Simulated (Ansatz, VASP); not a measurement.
One calculation of Ni2Ge, two programs

```
CELL_PARAMETERS angstrom
3.97814 0.00000 0.00000
-1.98907 3.44517 0.00000
0.00000 0.00000 5.03738
ATOMIC_POSITIONS crystal
Ni 0.66667 0.33333 0.25000
Ni 0.33333 0.66667 0.75000
Ni 0.00000 0.00000 0.00000
Ni 0.00000 0.00000 0.50000
Ge 0.66667 0.33333 0.75000
Ge 0.33333 0.66667 0.25000
```

Alike in both runs: functional r2SCAN; k mesh 12 × 12 × 8; occupations gaussian, width 0.1 eV; no spin polarisation.

Ansatz relaxed the structure, and its values are those at the end. VASP's run is a single point on that final structure, the one shown.

```csv
,VASP,Ansatz
version,VASP 6.6.1,Ansatz 0.2.0
potentials or method,"VASP PAW PBE potentials, release 64 (Ni, Ge_d), cutoff 520 eV","scalar-relativistic, plane waves, PAW"
valence electrons in the cell,68,100
```

VASP gave:

| Property | Result |
| --- | --- |
| gap on the k mesh at the Fermi level (eV) | none |
| pressure (GPa) | 0.2 |

Question: What did Ansatz give for the same quantities?

Answer: gap on the k mesh at the Fermi level (eV): none; pressure (GPa): 0.0.

VASP's potentials were made for PBE, not for r2SCAN. A gap of «none» marks a metal or a gap that the smearing closes. With one functional, cell and mesh, what is left measures potentials, basis and numerics. VASP's potentials hold 68 valence electrons a cell and Ansatz's 100, so a difference there can come from the potentials and not from the codes.
